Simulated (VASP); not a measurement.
Crystal: Sn.

```
Sn
1.0
    -1.73797    1.78731    2.35383
     1.73797   -1.78731    2.35383
     1.73797    1.78731   -2.35383
Sn
1
Direct
  0.00000 0.00000 0.00000
```

Base run:

- Program: VASP 6.6.1
- Functional: r2SCAN
- Potentials or basis: VASP PAW PBE potentials, release 64 (Sn_d)
- Cutoff: 520 eV
- k mesh: 11 × 11 × 11
- Occupations: fermi-dirac, width 0.05 eV
- Spin: no spin polarisation

Its results: band gap on the k mesh zero (band 7 reaches 14.53 eV, above the bottom of band 8 at 5.43 eV); pressure -3.0 GPa.

**Question.** The run is repeated on the same cell with these changes: functional from r2SCAN to PBEsol; further incar settings from ALGO = Normal; EDIFF = 1e-06; NBANDS = 13 to ALGO = Normal; EDIFF = 1e-07; NBANDS = 13. What comes out?

**Answer.** Band gap on the k mesh zero (band 7 reaches 13.99 eV, above the bottom of band 8 at 5.40 eV); pressure -4.4 GPa.

Caveats: the PAW data sets were made with another functional, which shifts forces and pressure a little; spin-orbit coupling is left out, which moves the levels of the heavy elements.
